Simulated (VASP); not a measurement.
ZnO:

```
CELL_PARAMETERS angstrom
3.30974 0.00000 0.00000
-1.65487 2.86632 0.00000
0.00000 0.00000 7.17766
ATOMIC_POSITIONS crystal
Zn 0.00000 0.00000 0.25000
Zn 0.00000 0.00000 0.75000
O 0.66667 0.33333 0.75000
O 0.33333 0.66667 0.25000
```

Base run:

- Program: VASP 6.6.1
- Functional: LDA
- Potentials or basis: VASP PAW LDA potentials, release 64 (Zn, O)
- Cutoff: 520 eV
- k mesh: 9 × 9 × 4
- Occupations: fermi-dirac, width 0.05 eV
- Spin: no spin polarisation

Its results: band gap on the k mesh 0.76 eV, direct; pressure -8.9 GPa.

Problem. The run is repeated on the same cell with these changes: functional from LDA to PBE; potentials or basis from VASP PAW LDA potentials, release 64 (Zn, O) to VASP PAW PBE potentials, release 64 (Zn, O). What comes out?

Solution. Band gap on the k mesh 0.82 eV, direct; pressure -1.6 GPa.

A k mesh can miss the band edges.
